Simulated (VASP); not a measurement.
Here is a VASP 6.6.1 calculation.

The input INCAR:

```
SYSTEM = Ca3C8
ALGO     = Normal         ! electronic algorithm
EDIFF    = 1E-7           ! SCF threshold, eV
ENCUT    = 520            ! plane-wave cutoff, eV
GGA      = PE             ! functional
ISIF     = 2              ! what is computed and relaxed
ISMEAR   = 0              ! smearing method
ISPIN    = 2              ! spin polarisation
LASPH    = .TRUE.         ! aspherical terms in the spheres
LCHARG   = .FALSE.        ! write CHGCAR
LORBIT   = 11             ! projections on sites
LREAL    = .FALSE.        ! projectors in reciprocal space
LWAVE    = .FALSE.        ! write WAVECAR
MAGMOM   = 0 0 0 1 1 1 1 1 1 1 1 ! initial moments
NBANDS   = 46             ! bands
NELM     = 150            ! most SCF steps
PREC     = Accurate       ! precision mode
SIGMA    = 0.1            ! smearing width, eV
```

KPOINTS

```
k-points
0
G
  6 6 6
  0 0 0
```

Contents of POSCAR:

```
Ca3C8
1.0
    4.9120360200      0.0000000000      0.0000000000
   -2.4560180100      4.2539479800      0.0000000000
    0.0000000000      0.0000000000      3.5401407800
Ca C
3 8
Direct
    0.5000000000      0.0000000000      0.5000000000
    0.0000000000      0.5000000000      0.5000000000
    0.5000000000      0.5000000000      0.5000000000
    0.8333333300      0.6666666700      0.0000000000
    0.8333333300      0.1666666700      0.0000000000
    0.3333333300      0.6666666700      0.0000000000
    0.3333333300      0.1666666700      0.0000000000
    0.6666666700      0.8333333300      0.0000000000
    0.6666666700      0.3333333300      0.0000000000
    0.1666666700      0.8333333300      0.0000000000
    0.1666666700      0.3333333300      0.0000000000
```

Potentials or basis: VASP PAW PBE potentials, release 64 (Ca_sv, C).

Run with:

```sh
$ cat potpaw_PBE.64/Ca_sv/POTCAR potpaw_PBE.64/C/POTCAR > POTCAR
$ mpirun -np 1 vasp_std > vasp.out
```

Task: Predict the net moment.

Result: 0.00 μB per cell.

Task: What does it give for the pressure?

Result: 130.3 GPa.

Forces on the atoms (eV/Å):
```
Ca   0.000  0.000  0.000
Ca   0.000  0.000  0.000
Ca   0.000  0.000  0.000
C    0.000  1.146  0.000
C    0.992 -0.573  0.000
C    0.000  0.000  0.000
C   -0.992 -0.573  0.000
C    0.992  0.573  0.000
C    0.000  0.000  0.000
C   -0.992  0.573  0.000
C    0.000 -1.146  0.000
```

Caveat: the cell stands under pressure; forces of over 1 eV/Å act on the atoms, so gaps and moduli don't describe the material at rest.
